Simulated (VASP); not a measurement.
# O3F2 (Pn-3m) in VASP: further runs, part 2 of 2

VASP 6.6.1. The steps go on from the part before.

## Step 3: Single point, PBE

This run uses another cell than the first one, of 11.94 Å³/atom.

File INCAR:

```
  PREC = Accurate
  ENCUT = 520
  EDIFF = 1E-7
  ISMEAR = -1
  SIGMA = 0.06122561905347299
  LREAL = False
  LASPH = True
  NELM = 80
  ALGO = Normal
  ISIF = 2
  LWAVE = False
  LCHARG = False
  GGA = PE
  NBANDS = 43
```

File KPOINTS:

```
regular mesh
0
Gamma
  8 8 8
```

File POSCAR:

```
O3F2
1.0
    4.9241244062      0.0000000000      0.0000000000
    0.0000000000      4.9241244062      0.0000000000
    0.0000000000      0.0000000000      4.9241244062
F O
4 6
Direct
    0.2500000000      0.2500000000      0.2500000000
    0.7500000000      0.7500000000      0.2500000000
    0.7500000000      0.2500000000      0.7500000000
    0.2500000000      0.7500000000      0.7500000000
    0.5000000000      0.0000000000      0.0000000000
    0.0000000000      0.5000000000      0.0000000000
    0.0000000000      0.0000000000      0.5000000000
    0.5000000000      0.5000000000      0.0000000000
    0.5000000000      0.0000000000      0.5000000000
    0.0000000000      0.5000000000      0.5000000000
```

Potentials or basis: VASP PAW PBE potentials, release 64 (F, O).

Command:

```bash
$ cat potpaw_PBE.64/F/POTCAR potpaw_PBE.64/O/POTCAR > POTCAR
$ mpirun -np 1 vasp_std > vasp.out
```

OUTCAR:

```text
PREC = Accurate
   ENCUT = 520
   EDIFF = 1E-7
   ISMEAR = -1
   LREAL = False
   LASPH = True
   NELM = 80
   ISIF = 2
   GGA = PE

 ion  position               nearest neighbor table
   1  0.250  0.250  0.250-
   2  0.750  0.750  0.250-
   3  0.750  0.250  0.750-
   4  0.250  0.750  0.750-
   5  0.500  0.000  0.000-
   6  0.000  0.500  0.000-
   7  0.000  0.000  0.500-
   8  0.500  0.500  0.000-
   9  0.500  0.000  0.500-
  10  0.000  0.500  0.500-

  LATTYP: Found a simple cubic cell.
 ALAT       =     4.9241244062

  Lattice vectors:

 A1 = (   4.9241244062,   0.0000000000,   0.0000000000)
 A2 = (   0.0000000000,   4.9241244062,   0.0000000000)
 A3 = (   0.0000000000,   0.0000000000,   4.9241244062)

Analysis of symmetry for initial positions (statically):
=====================================================================
 Subroutine PRICEL returns:
 Original cell was already a primitive cell.

 Routine SETGRP: Setting up the symmetry group for a
 simple cubic supercell.

 Subroutine GETGRP returns: Found 48 space group operations
 (whereof 24 operations were pure point group operations)
 out of a pool of 48 trial point group operations.

The static configuration has the point symmetry T_d .
 The point group associated with its full space group is O_h .

Analysis of symmetry for dynamics (positions and initial velocities):
=====================================================================
 Subroutine PRICEL returns:
 Original cell was already a primitive cell.

 Routine SETGRP: Setting up the symmetry group for a
 simple cubic supercell.

 Subroutine GETGRP returns: Found 48 space group operations
 (whereof 24 operations were pure point group operations)
 out of a pool of 48 trial point group operations.

The dynamic configuration has the point symmetry T_d .
 The point group associated with its full space group is O_h .

 Subroutine INISYM returns: Found 48 space group operations
 (whereof 24 operations are pure point group operations),
 and found     1 'primitive' translations

----------------------------------------------------------------------------------------

                                     Primitive cell

  volume of cell :     119.3953

  direct lattice vectors                    reciprocal lattice vectors
     4.924124406  0.000000000  0.000000000     0.203081790  0.000000000  0.000000000
     0.000000000  4.924124406  0.000000000     0.000000000  0.203081790  0.000000000
     0.000000000  0.000000000  4.924124406     0.000000000  0.000000000  0.203081790

  length of vectors
     4.924124406  4.924124406  4.924124406     0.203081790  0.203081790  0.203081790

  position of ions in fractional coordinates (direct lattice)
     0.250000000  0.250000000  0.250000000
     0.750000000  0.750000000  0.250000000
     0.750000000  0.250000000  0.750000000
[... 46 lines left out ...]

 Following reciprocal coordinates:
            Coordinates               Weight
  0.000000  0.000000  0.000000      1.000000
  0.125000  0.000000  0.000000      6.000000
  0.250000  0.000000  0.000000      6.000000
  0.375000  0.000000  0.000000      6.000000
  0.500000  0.000000  0.000000      3.000000
  0.125000  0.125000  0.000000     12.000000
[... 16 lines left out ...]
  0.375000  0.375000  0.125000     24.000000
  0.500000  0.375000  0.125000     24.000000
 [... further k-points ...]
   k-points           NKPTS =     35   k-points in BZ     NKDIM =     35   number of bands    NBANDS=     43
   number of dos      NEDOS =    301   number of ions     NIONS =     10
   total plane-waves  NPLWV =  64000
   dimension x,y,z NGX =    40 NGY =   40 NGZ =   40
   dimension x,y,z NGXF=    80 NGYF=   80 NGZF=   80
   ions per type =               4   6
   NGX,Y,Z   is equivalent  to a cutoff of  13.50, 13.50, 13.50 a.u.
   NGXF,Y,Z  is equivalent  to a cutoff of  27.01, 27.01, 27.01 a.u.
 SYSTEM =  unknown system
   PREC   = accura    normal or accurate (medium, high low for compatibility)
   ISTART =      0    job   : 0-new  1-cont  2-samecut
   ICHARG =      2    charge: 1-file 2-atom 10-const
   ISPIN  =      1    spin polarized calculation?
   LNONCOLLINEAR =      F non collinear calculations
   LSORBIT =      F    spin-orbit coupling
   LASPH  =      T    aspherical Exc in radial PAW
   ENCUT  =  520.0 eV  38.22 Ry    6.18 a.u.   9.16  9.16  9.16*2*pi/ulx,y,z
   NELM   =     80;   NELMIN=  2; NELMDL= -5     # of ELM steps
   EDIFF  = 0.1E-06   stopping-criterion for ELM
   LREAL  =      F    real-space projection
   EDIFFG = 0.1E-05   stopping-criterion for IOM
   NSW    =      0    number of steps for IOM
   IBRION =     -1    ionic relax: 0-MD 1-quasi-New 2-CG
   NFREE  =      0    steps in history (QN), initial steepest desc. (CG)
   ISIF   =      2    stress and relaxation
   ISYM   =      2    0-nonsym 1-usesym 2-fastsym
   POTIM  = 0.5000    time-step for ionic-motion
   TEBEG  =    0.0;   TEEND  =   0.0 temperature during run
   PSTRESS=    0.0 pullay stress
   NELECT =      64.0000    total number of electrons
   NUPDOWN=      -1.0000    fix difference up-down
   EMIN   =  10.00;   EMAX   =-10.00  energy-range for DOS
   EFERMI =   0.00;   METHOD = LEGACY
   ISMEAR =    -1;   SIGMA  =   0.06  broadening in eV -4-tet -1-fermi 0-gaus
   EFERMI_NEDOS =   21; number of points for ismear=-14 and -15
   IALGO  =     38    algorithm
   IMIX   =      4    mixing-type and parameters
     AMIX     =   0.40;   BMIX     =  1.00
     AMIX_MAG =   1.60;   BMIX_MAG =  1.00
  volume/ion in A,a.u.               =      11.94        80.57
  Fermi-wavevector in a.u.,A,eV,Ry     =   1.329860  2.513070 24.062266  1.768527
  Thomas-Fermi vector in A             =   2.458990
   LORBIT       =      0    0 simple, 1 ext, 2 COOP (PROOUT), +10 PAW based schemes
   GGA     = PE    functional components
   LHFCALC =     F    Hartree Fock is set to
   AEXX    =    0.0000 exact exchange contribution
   IVDW    =     0    specifies the selected vdW correction
   LEPSILON=     F    determine dielectric tensor
   LRPA    =     F    only Hartree local field effects (RPA)
 non-spin polarized calculation
  energy-cutoff  :      520.00
  volume of cell :      119.40
 maximum number of plane-waves:      3238
 NGX is ok and might be reduce to    40
   NGX = 19   NGY = 19   NGZ = 19

 number of electron      63.9999935 magnetization

 Free energy of the ion-electron system (eV)
  ---------------------------------------------------
  ext. energy  EPLUGINS =         0.00000000
  ---------------------------------------------------
  free energy    TOTEN  =       -17.33266506 eV

  energy without entropy =      -17.14123993  energy(sigma->0) =      -17.23695249

 E-fermi :  -2.0664     XC(G=0):  -9.3117

 val. band max:       -2.0682351681   @ k =   0.2500   0.1250   0.0000
 cond. band min:      -2.0525565505   @ k =   0.5000   0.3750   0.1250
 fundamental gap:      0.0156786176
 Fermi energy:        -2.0663731816

 k-point     1 :       0.0000    0.0000    0.0000
  band No.  band energies     occupation
      1     -24.5778      2.00000
      2     -24.0006      2.00000
      3     -24.0006      2.00000
      4     -24.0006      2.00000
      5     -19.1070      2.00000
      6     -19.1070      2.00000
[... 1093 lines left out ...]
     42      10.0820      0.00000
     43      11.5685      0.00000

 [... further k-points ...]

------------------------ aborting loop because EDIFF is reached ----------------------------------------

  FORCE on cell =-STRESS in cart. coord.  units (eV):
  Direction    XX          YY          ZZ          XY          YZ          ZX
  --------------------------------------------------------------------------------------
  -------------------------------------------------------------------------------------
  Total       -3.2388492     -3.2388492     -3.2388492      0.0000000     -0.0000000      0.0000000
  in kB      -43.4624551    -43.4624551    -43.4624551      0.0000000     -0.0000000      0.0000000
  external PRESSURE =     -43.4624551 kB  Pullay stress =       0.0000000 kB

 VOLUME and BASIS-vectors are now :
 -----------------------------------------------------------------------------
  energy-cutoff  :      520.00
  volume of cell :      119.40
      direct lattice vectors                 reciprocal lattice vectors
     4.924124406  0.000000000  0.000000000     0.203081790  0.000000000  0.000000000
     0.000000000  4.924124406  0.000000000     0.000000000  0.203081790  0.000000000
     0.000000000  0.000000000  4.924124406     0.000000000  0.000000000  0.203081790

 POSITION                                       TOTAL-FORCE (eV/Angst)
 -----------------------------------------------------------------------------------
      1.23103      1.23103      1.23103        -0.000000      0.000000      0.000000
      3.69309      3.69309      1.23103        -0.000000      0.000000     -0.000000
      3.69309      1.23103      3.69309         0.000000     -0.000000     -0.000000
      1.23103      3.69309      3.69309         0.000000     -0.000000     -0.000000
      2.46206      0.00000      0.00000        -0.000000      0.000000     -0.000000
      0.00000      2.46206      0.00000        -0.000000      0.000000     -0.000000
      0.00000      0.00000      2.46206        -0.000000      0.000000      0.000000
      2.46206      2.46206      0.00000        -0.000000     -0.000000     -0.000000
      2.46206      0.00000      2.46206         0.000000     -0.000000      0.000000
      0.00000      2.46206      2.46206        -0.000000      0.000000      0.000000
 -----------------------------------------------------------------------------------
    total drift:                               -0.000000      0.000000     -0.000000

  FREE ENERGIE OF THE ION-ELECTRON SYSTEM (eV)
  ---------------------------------------------------
  free  energy   TOTEN  =       -17.3326650567 eV

  energy  without entropy=      -17.1412399331  energy(sigma->0) =      -17.23695249
```

It took 76 s on 1 thread of AMD EPYC 9R45 (Zen 5), shared host; peak memory 0.26 GiB.

Results:

| Item | Value |
| --- | --- |
| Free energy | -17.3327 eV |
| Pressure | -4.3 GPa |
| Band gap on the k mesh | zero (bands 32 and 33 overlap by 0.30 eV) |

Levels at points of the mesh, in eV from the Fermi level:
```csv
k point,band 28,band 29,band 30,band 31,band 32,band 33,band 34,band 35,band 36,band 37
"(0.00, 0.00, 0.00)",-1.15,0.08,0.08,0.08,0.22,0.22,0.22,0.42,0.42,0.42
"(0.50, 0.00, 0.00)",-1.01,-0.19,-0.19,-0.18,-0.18,-0.05,-0.05,0.12,0.12,0.55
"(0.50, 0.50, 0.00)",-1.01,-0.68,-0.68,-0.25,-0.25,-0.07,-0.07,0.16,0.16,0.42
"(0.50, 0.50, 0.50)",-1.20,-1.19,-1.19,-1.19,0.12,0.12,0.12,0.26,0.36,0.36
```

Caveat: the cell stands under tension.

## Step 4: Single point, PBE

This run uses another cell than the first one, of 10.59 Å³/atom.

File INCAR:

```
ALGO = Normal
EDIFF = 1E-6
ENCUT = 520
GGA = PE
ISIF = 2
ISMEAR = -1
LASPH = True
LCHARG = False
LREAL = False
LWAVE = False
NBANDS = 43
NELM = 80
PREC = Accurate
SIGMA = 0.06122561905347299
```

File KPOINTS:

```
k-points
0
Gamma
  12 12 12
```

POSCAR: that of step 3 with these lines changed.

```diff
@@ -2,5 +2,5 @@
 1.0
-    4.9241244062      0.0000000000      0.0000000000
-    0.0000000000      4.9241244062      0.0000000000
-    0.0000000000      0.0000000000      4.9241244062
+    4.7308191500      0.0000000000      0.0000000000
+    0.0000000000      4.7308191500      0.0000000000
+    0.0000000000      0.0000000000      4.7308191500
 F O
```

Command:

```bash
$ cat potpaw_PBE.64/F/POTCAR potpaw_PBE.64/O/POTCAR > POTCAR
$ mpirun -np 1 vasp_std > vasp.out
```

Run time: 2.6 min. Hardware: 1 thread of AMD EPYC 9R45 (Zen 5), shared host; peak memory 0.34 GiB.

The run converged. Its results:

```
Free energy            : -17.3063 eV
Pressure               : 5.1 GPa
Band gap on the k mesh : zero (bands 32 and 33 overlap by 0.36 eV)
```

Levels at points of the mesh, in eV from the Fermi level:
```tsv
k point	band 30	band 31	band 32	band 33	band 34	band 35
(0.00, 0.00, 0.00)	0.11	0.11	0.25	0.25	0.25	0.48
(0.50, 0.00, 0.00)	-0.23	-0.23	-0.23	-0.10	-0.10	0.16
(0.50, 0.50, 0.00)	-0.78	-0.31	-0.31	-0.10	-0.10	0.16
(0.50, 0.50, 0.50)	-1.36	-1.36	0.15	0.15	0.15	0.29
```

Caveat: the cell stands under pressure.

## Step 5: The runs side by side

```csv
cell,k mesh,gap on the mesh (eV),pressure (GPa)
"a = 4.893 Å, 10 atoms",8 × 8 × 8,none,-3.2
"a = 4.924 Å, 10 atoms",8 × 8 × 8,none,-4.3
"a = 4.731 Å, 10 atoms",12 × 12 × 12,none,5.1
```

Alike in all rows: task single point; level PBE; potentials or basis VASP PAW PBE potentials, release 64 (F, O); no spin polarisation; cutoff (eV) 520; smearing fermi-dirac 0.0612256 eV.

Caveats: the cell stands under tension (at least some runs); the cell stands under pressure (at least some runs).

Absolute energies hang on the potentials; compare differences alone.
